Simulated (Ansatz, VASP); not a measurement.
**Two plane-wave programs on Si2Ni**

```
CELL_PARAMETERS angstrom
0.00000 2.68897 2.69570
2.70244 0.00000 2.69570
2.70244 2.68897 0.00000
ATOMIC_POSITIONS crystal
Si 0.25000 0.25000 0.25000
Si 0.75000 0.75000 0.75000
Ni 0.00000 0.00000 0.00000
```

Change from the starting cell: strain +0.0025 x Voigt [1, -1, 0, 0, 0, 0], atoms carried along.

Alike in both runs: task single point; functional PBEsol; k mesh 16 × 16 × 16; occupations gaussian, width 0.15 eV; no spin polarisation.

```csv
,VASP,Ansatz
version,VASP 6.6.1,Ansatz 0.2.0
potentials or method,"VASP PAW PBE potentials, release 64 (Si, Ni), cutoff 520 eV","scalar-relativistic, plane waves, PAW"
valence electrons in the cell,18,26
```

|  | VASP | Ansatz | Ansatz less VASP |
| --- | --- | --- | --- |
| gap on the k mesh at the Fermi level (eV) | none | none | - |
| pressure (GPa) | 0.0 | -0.1 | -0.14 |
| traceless stress, the component that is largest in VASP (GPa) | -0.13 | -0.14 | -0.005 |

VASP's potentials were made for PBE, not for PBEsol. A gap of «none» marks a metal or a gap that the smearing closes. VASP's potentials hold 18 valence electrons a cell and Ansatz's 26, so a difference there can come from the potentials and not from the codes.
